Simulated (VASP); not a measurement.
# SrTiO3 (P4mm) in VASP: notebook, part 2 of 2

VASP 6.6.1. Earlier steps stand in the parts before.

### Step 3. Single point, PBE (atom 2 (Ti) moved +0.540 Å along Cartesian [1 0 0])

Contents of INCAR:

```
SYSTEM = SrTiO3
PREC = Accurate
ENCUT = 520
EDIFF = 1E-7
ISMEAR = 0
SIGMA = 0.05
LREAL = .False.
LASPH = .True.
NELM = 80
ALGO = Normal
ISIF = 2
LWAVE = .False.
LCHARG = .False.
GGA = PE
NBANDS = 28
```

Contents of KPOINTS:

```
regular mesh
0
Gamma
  8 8 8
  0 0 0
```

Contents of POSCAR:

```
SrTiO3
1.0
    3.9364035669      0.0000000000      0.0000000000
    0.0000000000      3.9364035669      0.0000000000
    0.0000000000      0.0000000000      3.9364035669
Sr Ti O
1 1 3
Direct
    0.0000000000      0.0000000000      0.0000000000
    0.6371810565      0.5000000000      0.5000000000
    0.0000000000      0.5000000000      0.5000000000
    0.5000000000      0.0000000000      0.5000000000
    0.5000000000      0.5000000000      0.0000000000
```

Potentials or basis: VASP PAW PBE potentials, release 64 (Sr_sv, Ti_sv, O).

The run is started by

```console
> cat potpaw_PBE.64/Sr_sv/POTCAR potpaw_PBE.64/Ti_sv/POTCAR potpaw_PBE.64/O/POTCAR > POTCAR
> mpirun -np 1 vasp_std > vasp.out
```

OUTCAR:

```text
SYSTEM = SrTiO3
   PREC = Accurate
   ENCUT = 520
   EDIFF = 1E-7
   ISMEAR = 0
   LREAL = .False.
   LASPH = .True.
   NELM = 80
   ISIF = 2
   GGA = PE

 ion  position               nearest neighbor table
   1  0.000  0.000  0.000-   3 2.78   4 2.78   5 2.78   3 2.78   4 2.78   3 2.78   5 2.78   3 2.78
                             4 2.78   5 2.78   4 2.78   5 2.78   2 3.13   2 3.13   2 3.13   2 3.13
   2  0.637  0.500  0.500-   3 1.43   4 2.04   5 2.04   5 2.04   4 2.04   1 3.13   1 3.13   1 3.13
                             1 3.13   1 3.75   1 3.75   1 3.75   1 3.75
   3  0.000  0.500  0.500-   2 1.43   1 2.78   1 2.78   1 2.78   1 2.78
   4  0.500  0.000  0.500-   2 2.04   2 2.04   1 2.78   1 2.78   1 2.78   1 2.78
   5  0.500  0.500  0.000-   2 2.04   2 2.04   1 2.78   1 2.78   1 2.78   1 2.78

  LATTYP: Found a simple cubic cell.
 ALAT       =     3.9364035669

  Lattice vectors:

 A1 = (   3.9364035669,   0.0000000000,   0.0000000000)
 A2 = (   0.0000000000,   3.9364035669,   0.0000000000)
 A3 = (   0.0000000000,   0.0000000000,   3.9364035669)

Analysis of symmetry for initial positions (statically):
=====================================================================
 Subroutine PRICEL returns:
 Original cell was already a primitive cell.

 Routine SETGRP: Setting up the symmetry group for a
 simple cubic supercell.

 Subroutine GETGRP returns: Found  8 space group operations
 (whereof  8 operations were pure point group operations)
 out of a pool of 48 trial point group operations.

The static configuration has the point symmetry C_4v.

Analysis of symmetry for dynamics (positions and initial velocities):
=====================================================================
 Subroutine PRICEL returns:
 Original cell was already a primitive cell.

 Routine SETGRP: Setting up the symmetry group for a
 simple cubic supercell.

 Subroutine GETGRP returns: Found  8 space group operations
 (whereof  8 operations were pure point group operations)
 out of a pool of 48 trial point group operations.

The dynamic configuration has the point symmetry C_4v.

 Subroutine INISYM returns: Found  8 space group operations
 (whereof  8 operations are pure point group operations),
 and found     1 'primitive' translations

----------------------------------------------------------------------------------------

                                     Primitive cell

  volume of cell :      60.9956

  direct lattice vectors                    reciprocal lattice vectors
     3.936403567  0.000000000  0.000000000     0.254038993  0.000000000  0.000000000
     0.000000000  3.936403567  0.000000000     0.000000000  0.254038993  0.000000000
     0.000000000  0.000000000  3.936403567     0.000000000  0.000000000  0.254038993

  length of vectors
     3.936403567  3.936403567  3.936403567     0.254038993  0.254038993  0.254038993

  position of ions in fractional coordinates (direct lattice)
     0.000000000  0.000000000  0.000000000
     0.637181056  0.500000000  0.500000000
     0.000000000  0.500000000  0.500000000
     0.500000000  0.000000000  0.500000000
     0.500000000  0.500000000  0.000000000

  ion indices of the primitive-cell ions
   primitive index   ion index
                 1           1
                 2           2
[... 23 lines left out ...]
     0.000000000  0.000000000  0.000000000

 Subroutine IBZKPT returns following result:
 ===========================================

 Found     75 irreducible k-points:

 Following reciprocal coordinates:
            Coordinates               Weight
  0.000000  0.000000  0.000000      1.000000
  0.125000  0.000000  0.000000      2.000000
  0.000000  0.125000  0.000000      4.000000
  0.250000  0.000000  0.000000      2.000000
  0.000000  0.250000  0.000000      4.000000
  0.375000  0.000000  0.000000      2.000000
[... 16 lines left out ...]
  0.375000  0.250000  0.000000      8.000000
  0.000000  0.375000  0.250000      8.000000
 [... further k-points ...]
   k-points           NKPTS =     75   k-points in BZ     NKDIM =     75   number of bands    NBANDS=     28
   number of dos      NEDOS =    301   number of ions     NIONS =      5
   total plane-waves  NPLWV =  27000
   dimension x,y,z NGX =    30 NGY =   30 NGZ =   30
   dimension x,y,z NGXF=    60 NGYF=   60 NGZF=   60
   ions per type =               1   1   3
   NGX,Y,Z   is equivalent  to a cutoff of  12.67, 12.67, 12.67 a.u.
   NGXF,Y,Z  is equivalent  to a cutoff of  25.34, 25.34, 25.34 a.u.
 SYSTEM =  SrTiO3
   PREC   = accura    normal or accurate (medium, high low for compatibility)
   ISTART =      0    job   : 0-new  1-cont  2-samecut
   ICHARG =      2    charge: 1-file 2-atom 10-const
   ISPIN  =      1    spin polarized calculation?
   LNONCOLLINEAR =      F non collinear calculations
   LSORBIT =      F    spin-orbit coupling
   LASPH  =      T    aspherical Exc in radial PAW
   ENCUT  =  520.0 eV  38.22 Ry    6.18 a.u.   7.32  7.32  7.32*2*pi/ulx,y,z
   NELM   =     80;   NELMIN=  2; NELMDL= -5     # of ELM steps
   EDIFF  = 0.1E-06   stopping-criterion for ELM
   LREAL  =      F    real-space projection
   EDIFFG = 0.1E-05   stopping-criterion for IOM
   NSW    =      0    number of steps for IOM
   IBRION =     -1    ionic relax: 0-MD 1-quasi-New 2-CG
   NFREE  =      0    steps in history (QN), initial steepest desc. (CG)
   ISIF   =      2    stress and relaxation
   ISYM   =      2    0-nonsym 1-usesym 2-fastsym
   POTIM  = 0.5000    time-step for ionic-motion
   TEBEG  =    0.0;   TEEND  =   0.0 temperature during run
   PSTRESS=    0.0 pullay stress
   NELECT =      40.0000    total number of electrons
   NUPDOWN=      -1.0000    fix difference up-down
   EMIN   =  10.00;   EMAX   =-10.00  energy-range for DOS
   EFERMI =   0.00;   METHOD = LEGACY
   ISMEAR =     0;   SIGMA  =   0.05  broadening in eV -4-tet -1-fermi 0-gaus
   EFERMI_NEDOS =   21; number of points for ismear=-14 and -15
   IALGO  =     38    algorithm
   IMIX   =      4    mixing-type and parameters
     AMIX     =   0.40;   BMIX     =  1.00
     AMIX_MAG =   1.60;   BMIX_MAG =  1.00
  volume/ion in A,a.u.               =      12.20        82.32
  Fermi-wavevector in a.u.,A,eV,Ry     =   1.422313  2.687782 27.524240  2.022975
  Thomas-Fermi vector in A             =   2.543030
   LORBIT       =      0    0 simple, 1 ext, 2 COOP (PROOUT), +10 PAW based schemes
   GGA     = PE    functional components
   LHFCALC =     F    Hartree Fock is set to
   AEXX    =    0.0000 exact exchange contribution
   IVDW    =     0    specifies the selected vdW correction
   LEPSILON=     F    determine dielectric tensor
   LRPA    =     F    only Hartree local field effects (RPA)
 non-spin polarized calculation
 Gauss-broadening in eV      SIGMA  =   0.05
  energy-cutoff  :      520.00
  volume of cell :       61.00
 maximum number of plane-waves:      1671
 NGX is ok and might be reduce to    30
   NGX = 15   NGY = 15   NGZ = 15

 number of electron      39.9999991 magnetization

 Free energy of the ion-electron system (eV)
  ---------------------------------------------------
  ext. energy  EPLUGINS =         0.00000000
  ---------------------------------------------------
  free energy    TOTEN  =       -36.58941780 eV

  energy without entropy =      -36.58941780  energy(sigma->0) =      -36.58941780

 E-fermi :   4.8507     XC(G=0): -11.0680

 val. band max:        4.5671572258   @ k =   0.5000   0.5000   0.5000
 cond. band min:       6.4295394311   @ k =   0.0000   0.0000   0.0000
 fundamental gap:      1.8623822053
 Fermi energy:         4.8507268588

 k-point     1 :       0.0000    0.0000    0.0000
  band No.  band energies     occupation
      1     -51.6650      2.00000
      2     -29.4598      2.00000
      3     -29.1849      2.00000
      4     -27.6324      2.00000
      5     -27.6324      2.00000
      6     -13.3513      2.00000
[... 733 lines left out ...]
     27      11.6063      0.00000
     28      12.0850      0.00000

 [... further k-points ...]
[... 5 lines left out ...]
  --------------------------------------------------------------------------------------
  -------------------------------------------------------------------------------------
  Total       29.5580221      2.1726597      2.1726597      0.0000000     -0.0000000     -0.0000000
  in kB      776.4028154     57.0694179     57.0694179      0.0000000     -0.0000000     -0.0000000
  external PRESSURE =     296.8472170 kB  Pullay stress =       0.0000000 kB

 VOLUME and BASIS-vectors are now :
 -----------------------------------------------------------------------------
  energy-cutoff  :      520.00
  volume of cell :       61.00
      direct lattice vectors                 reciprocal lattice vectors
     3.936403567  0.000000000  0.000000000     0.254038993  0.000000000  0.000000000
     0.000000000  3.936403567  0.000000000     0.000000000  0.254038993  0.000000000
     0.000000000  0.000000000  3.936403567     0.000000000  0.000000000  0.254038993

 POSITION                                       TOTAL-FORCE (eV/Angst)
 -----------------------------------------------------------------------------------
      0.00000      0.00000      0.00000         1.568782      0.000000     -0.000000
      2.50820      1.96820      1.96820       -25.009313      0.000000      0.000000
      0.00000      1.96820      1.96820        20.848933      0.000000     -0.000000
      1.96820      0.00000      1.96820         1.295799     -0.000000     -0.000000
      1.96820      1.96820      0.00000         1.295799     -0.000000     -0.000000
 -----------------------------------------------------------------------------------
    total drift:                                0.000474      0.000000      0.000002

  FREE ENERGIE OF THE ION-ELECTRON SYSTEM (eV)
  ---------------------------------------------------
  free  energy   TOTEN  =       -36.5894177969 eV

  energy  without entropy=      -36.5894177969  energy(sigma->0) =      -36.58941780
```

OSZICAR:

```text
N       E                     dE             d eps       ncg     rms          rms(c)
DAV:   1     0.444796509982E+03    0.44480E+03   -0.21416E+04  4200   0.159E+03
DAV:   2     0.161679763514E+01   -0.44318E+03   -0.42426E+03  4844   0.440E+02
DAV:   3    -0.427160119098E+02   -0.44333E+02   -0.43979E+02  5820   0.137E+02
DAV:   4    -0.448308274103E+02   -0.21148E+01   -0.21092E+01  6284   0.260E+01
DAV:   5    -0.448696464703E+02   -0.38819E-01   -0.38813E-01  5812   0.337E+00    0.382E+01
DAV:   6    -0.368452163724E+02    0.80244E+01   -0.45280E+01  6324   0.675E+01    0.170E+01
DAV:   7    -0.366556330793E+02    0.18958E+00   -0.98273E+00  5576   0.327E+01    0.146E+01
DAV:   8    -0.365822275725E+02    0.73406E-01   -0.99156E-01  5600   0.131E+01    0.204E+00
DAV:   9    -0.365905048136E+02   -0.82772E-02   -0.23928E-01  6108   0.397E+00    0.976E-01
DAV:  10    -0.365892363306E+02    0.12685E-02   -0.16031E-02  6472   0.138E+00    0.361E-01
DAV:  11    -0.365893184625E+02   -0.82132E-04   -0.22350E-03  6172   0.431E-01    0.783E-02
DAV:  12    -0.365893846686E+02   -0.66206E-04   -0.22827E-04  5428   0.125E-01    0.402E-02
DAV:  13    -0.365894168897E+02   -0.32221E-04   -0.85900E-05  5872   0.708E-02    0.166E-02
DAV:  14    -0.365894172361E+02   -0.34639E-06   -0.16685E-05  6684   0.337E-02    0.135E-02
DAV:  15    -0.365894177003E+02   -0.46421E-06   -0.25023E-06  5508   0.138E-02    0.519E-03
DAV:  16    -0.365894177969E+02   -0.96676E-07   -0.68783E-07  6040   0.760E-03
   1 F= -.36589418E+02 E0= -.36589418E+02  d E =-.615304E-18
```

Wall time 2 min (1 thread of Intel Xeon Platinum 8375C at 2.90GHz (Ice Lake), shared host); peak memory 0.26 GiB.

Results:

| Quantity | Value |
| --- | --- |
| Free energy | -36.5894 eV |
| Pressure | 29.7 GPa |
| Largest force | 25.009 eV/Å |
| Band gap on the k mesh | 1.86 eV, indirect (least direct gap 2.56 eV) |

Forces in eV/Å, atoms in the order of the input:
```
Sr    1.569   0.000   0.000
Ti  -25.009   0.000   0.000
O    20.849   0.000   0.000
O     1.296   0.000   0.000
O     1.296   0.000   0.000
```

Stress tensor (GPa, compression positive):
```
77.64  0.00  0.00
 0.00  5.71  0.00
 0.00  0.00  5.71
```

Caveat: the cell differs from its parent crystal (atom 2 (Ti) moved +0.540 Å along Cartesian [1 0 0]); forces of over 1 eV/Å act on the atoms, so gaps and moduli don't describe the material at rest. A k mesh can miss the band edges.
